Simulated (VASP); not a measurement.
The system is CdGa2O3.

```xyz
6
Lattice="3.3444 0.0000 0.0000 0.0000 3.3444 0.0000 0.0000 0.0000 7.3298" Properties=species:S:1:pos:R:3 pbc="T T T"
Cd    0.0000    0.0000    0.0000
Ga    0.0000    1.6722    5.3800
Ga    1.6722    0.0000    1.9497
O     1.6722    1.6722    0.0000
O     0.0000    1.6722    2.8000
O     1.6722    0.0000    4.5298
```

* Program: VASP 6.6.1
* Task: relaxation of cell and atoms
* Functional: PBE
* Potentials or basis: VASP PAW PBE potentials, release 64 (Cd, Ga_d, O)
* Cutoff: 600 eV
* k mesh: 6 × 6 × 4
* Occupations: gaussian, width 0.1 eV
* Spin: no spin polarisation

At the start: pressure -4.3 GPa; volume 13.66 Å³/atom.

Question: Where does the relaxation end?

Answer: Over 13 steps the energy falls by 675.7 meV/atom and the volume is 14.00 Å³/atom (+2.5 %); space group P-4m2 (No. 115, to 0.05 Å).

The path:
| step | energy change (eV) | largest force (eV/Å) | pressure (GPa) | volume (Å³) |
| --- | --- | --- | --- | --- |
| 1 | 0.0000 | 4.9691 | -4.29 | 81.98 |
| 2 | -2.4094 | 3.2921 | -3.92 | 77.68 |
| 3 | -3.5731 | 1.1945 | 4.66 | 73.43 |
| 4 | -3.6165 | 0.6412 | 8.88 | 72.25 |
| 5 | -3.8283 | 0.7209 | -3.34 | 80.40 |
| 6 | -3.8369 | 0.6953 | -1.68 | 78.91 |
| 7 | -3.9303 | 0.5702 | -0.19 | 79.24 |
| 8 | -3.9795 | 0.4412 | 2.24 | 79.63 |
| 9 | -4.0360 | 0.1867 | -0.58 | 83.06 |
| 10 | -4.0393 | 0.1019 | -1.38 | 84.17 |
| 11 | -4.0516 | 0.1073 | 0.56 | 83.87 |
| 12 | -4.0534 | 0.0645 | 0.04 | 83.95 |
| 13 | -4.0541 | 0.0183 | -0.11 | 84.02 |

Final structure:
```
Cd Ga O
1.0
     3.16815    0.00000    0.00000
     0.00000    3.16815    0.00000
     0.00000    0.00000    8.37076
Cd Ga O
1 2 3
Direct
  0.00000 0.00000 0.00000
  0.00000 0.50000 0.63696
  0.50000 0.00000 0.36304
  0.50000 0.50000 0.00000
  0.00000 0.50000 0.38956
  0.50000 0.00000 0.61044
```
